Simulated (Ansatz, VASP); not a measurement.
Mg3Te in VASP and in Ansatz

INCAR

```
PREC = Accurate
ENCUT = 520
EDIFF = 1E-6
ISMEAR = -1
SIGMA = 0.05
LREAL = False
LASPH = True
NELM = 80
ALGO = Fast
ISIF = 2
LWAVE = False
LCHARG = False
NBANDS = 14
```

KPOINTS

```
Automatic mesh
0
Gamma
  9 9 9
```

Contents of POSCAR:

```
Mg3Te
1.0
   -2.1813188878      2.1813188878      5.3860924991
    2.1813188878     -2.1813188878      5.3860924991
    2.1813188878      2.1813188878     -5.3860924991
Te Mg
1 3
Direct
    0.0000000000      0.0000000000      0.0000000000
    0.2500000000      0.7500000000      0.5000000000
    0.7500000000      0.2500000000      0.5000000000
    0.5000000000      0.5000000000      0.0000000000
```

File input.yaml:

```yaml
crystal:
  lattice:
    - [-2.1813188878, 2.1813188878, 5.3860924991]
    - [2.1813188878, -2.1813188878, 5.3860924991]
    - [2.1813188878, 2.1813188878, -5.3860924991]
  atoms:
    - { symbol: Te, position: [0.0, 0.0, 0.0] }
    - { symbol: Mg, position: [0.25, 0.75, 0.5] }
    - { symbol: Mg, position: [0.75, 0.25, 0.5] }
    - { symbol: Mg, position: [0.5, 0.5, 0.0] }
kpoints:
  mp_grid: { grid: [9, 9, 9] }
scf:
  occupations: { method: fermi_dirac, width: 0.05 }
hamiltonian:
  xc: lda
  pseudopotentials: { kind: all_electron, lapw: { basis_error: 0.002 } }
output:
  forces: true
  stress: true
  eigenvalues: true
```

Change from the starting cell: volume scaled by 1.06.

Alike in both runs: task single point; functional LDA; k mesh 9 × 9 × 9; occupations fermi-dirac, width 0.05 eV; no spin polarisation.

|  | VASP | Ansatz |
| --- | --- | --- |
| version | VASP 6.6.1 | Ansatz 0.2.0 |
| potentials or method | VASP PAW LDA potentials, release 64 (Te, Mg), cutoff 520 eV | all-electron LAPW, scalar-relativistic |

Ansatz gave:

```
gap on the k mesh at the Fermi level (eV)                     : none
pressure (GPa)                                                : -3.9
traceless stress, the component that is largest in VASP (GPa) : 0.57
```

What did VASP give for the same quantities?

gap on the k mesh at the Fermi level (eV): none; pressure (GPa): -4.2; traceless stress, the component that is largest in VASP (GPa): 0.54.

LDA's correlation is that of Perdew and Zunger in VASP and of Perdew and Wang (1992) in Ansatz. A gap of «none» marks a metal or a gap that the smearing closes. Ansatz ran all-electron here, and VASP with PAW potentials.

Spin-orbit coupling is off throughout.
